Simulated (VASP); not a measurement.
BeS:

```
CELL_PARAMETERS angstrom
2.94139 0.00000 0.00000
0.00000 2.94139 0.00000
0.00000 0.00000 2.94139
ATOMIC_POSITIONS crystal
Be 0.00000 0.00000 0.00000
S 0.50000 0.50000 0.50000
```

Base run:

```yaml
Program: VASP 6.6.1
Functional: LDA
Potentials_or_basis: VASP PAW LDA potentials, release 64 (Be, S)
Cutoff: 600 eV
k_mesh: 8 × 8 × 8
Occupations: fermi-dirac, width 0.02 eV
Spin: no spin polarisation
```

Its results: band gap on the k mesh zero (band 4 reaches 7.82 eV, above the bottom of band 5 at 6.09 eV); pressure -5.5 GPa.

Q: The run is repeated on the same cell with these changes: k mesh from 8 × 8 × 8 to 4 × 4 × 4. What comes out?

A: Band gap on the k mesh zero (band 4 reaches 7.87 eV, above the bottom of band 5 at 6.08 eV); pressure -6.0 GPa.

Caveats: some runs use coarse meshes.
